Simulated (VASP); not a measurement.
A run of VASP 6.6.1:

POSCAR

```
CaSe
1.0
   -0.0308623653      2.9366727605      2.9366727605
    2.9366727605     -0.0308623653      2.9366727605
    2.9366727605      2.9366727605     -0.0308623653
Ca Se
1 1
Direct
    0.0000000000      0.0000000000      0.0000000000
    0.5000000000      0.5000000000      0.5000000000
```

Contents of INCAR.step1:

```
SYSTEM = CaSe
  PREC = Accurate
  ENCUT = 520
  ISMEAR = 0
  SIGMA = 0.01
  LREAL = .FALSE.
  LASPH = .TRUE.
  NELM = 100
  NBANDS = 15
  GGA = PE
  ALGO = Normal
  EDIFF = 1E-4
  LWAVE = .TRUE.
  LCHARG = .FALSE.
```

Contents of INCAR.step2:

```
SYSTEM = CaSe
  PREC = Accurate
  ENCUT = 520
  EDIFF = 1E-6
  ISMEAR = 0
  SIGMA = 0.01
  LREAL = .FALSE.
  LASPH = .TRUE.
  NELM = 100
  ALGO = Normal
  ISIF = 2
  LWAVE = .FALSE.
  LCHARG = .FALSE.
  METAGGA = R2SCAN
  LMIXTAU = .TRUE.
  NBANDS = 15
  ISTART = 1
```

The input KPOINTS:

```
regular mesh
0
G
  8 8 8
  0 0 0
```

Potentials or basis: VASP PAW PBE potentials, release 64 (Ca_sv, Se).

The run is started by

```console
$ cat potpaw_PBE.64/Ca_sv/POTCAR potpaw_PBE.64/Se/POTCAR > POTCAR
$ cp INCAR.step1 INCAR
$ mpirun -np 1 vasp_std > vasp.out
$ cp INCAR.step2 INCAR
$ mpirun -np 1 vasp_std > vasp.out
```

Hardware: 1 thread of Intel(R) Xeon(R) 6975P-C (Granite Rapids), with other jobs on the host.

Estimate the wall time of this run.

Wall time 70 s on 1 thread of Intel(R) Xeon(R) 6975P-C (Granite Rapids) (shared host), peak memory 0.21 GiB. Counts: k points 65.
